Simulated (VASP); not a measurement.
Set up this calculation in VASP 6.6.1, as the native input.

| Property | Result |
| --- | --- |
| Task | single point |
| Functional | PBE |
| Potentials or basis | VASP PAW PBE potentials, release 64 (Al, Ga_d, O) |
| Cutoff | 520 eV |
| k mesh | 6 × 6 × 6 |
| Occupations | gaussian, width 0.1 eV |
| Spin | no spin polarisation |
| Dipole correction | no |
| Further INCAR settings | ALGO = Normal; EDIFF = 1e-06; NBANDS = 50 |

The structure of AlGa3O6 lies in POSCAR:

```
AlGa3O6
1.0
    2.4974762999      1.4419186141      4.4979379829
   -2.4974762999      1.4419186141      4.4979379829
    0.0000000000     -2.8838372281      4.4979379829
Al Ga O
1 3 6
Direct
    0.8504151993      0.8504151993      0.8504151993
    0.6405724276      0.6405724276      0.6405724276
    0.1449936459      0.1449936459      0.1449936459
    0.3557576903      0.3557576903      0.3557576903
    0.0529461867      0.4570408821      0.7486609385
    0.7486609385      0.0529461867      0.4570408821
    0.4570408821      0.7486609385      0.0529461867
    0.9472825494      0.5670931389      0.2352373414
    0.2352373414      0.9472825494      0.5670931389
    0.5670931389      0.2352373414      0.9472825494
```

These files were run (other wordings do the same):

INCAR

```
SYSTEM = AlGa3O6
PREC = Accurate
ENCUT = 520
EDIFF = 1E-6
ISMEAR = 0
SIGMA = 0.1
LREAL = .FALSE.
LASPH = .TRUE.
NELM = 100
ALGO = Normal
ISIF = 2
LWAVE = .FALSE.
LCHARG = .FALSE.
GGA = PE
NBANDS = 50
```

KPOINTS

```
Automatic mesh
0
G
  6 6 6
  0 0 0
```

Potentials or basis: VASP PAW PBE potentials, release 64 (Al, Ga_d, O).

Command:

```bash
$ cat potpaw_PBE.64/Al/POTCAR potpaw_PBE.64/Ga_d/POTCAR potpaw_PBE.64/O/POTCAR > POTCAR
$ mpirun -np 1 vasp_std > vasp.out
```

Results of the run:

```json
{
 "Pressure": "0.7 GPa",
 "Largest force": "0.053 eV/Å",
 "Band gap on the k mesh": "3.04 eV (least direct gap 3.21 eV)"
}
```

Run time: 3.8 min on 1 thread of Intel(R) Xeon(R) Platinum 8559C (Emerald Rapids), on a shared host, peak memory 0.33 GiB.
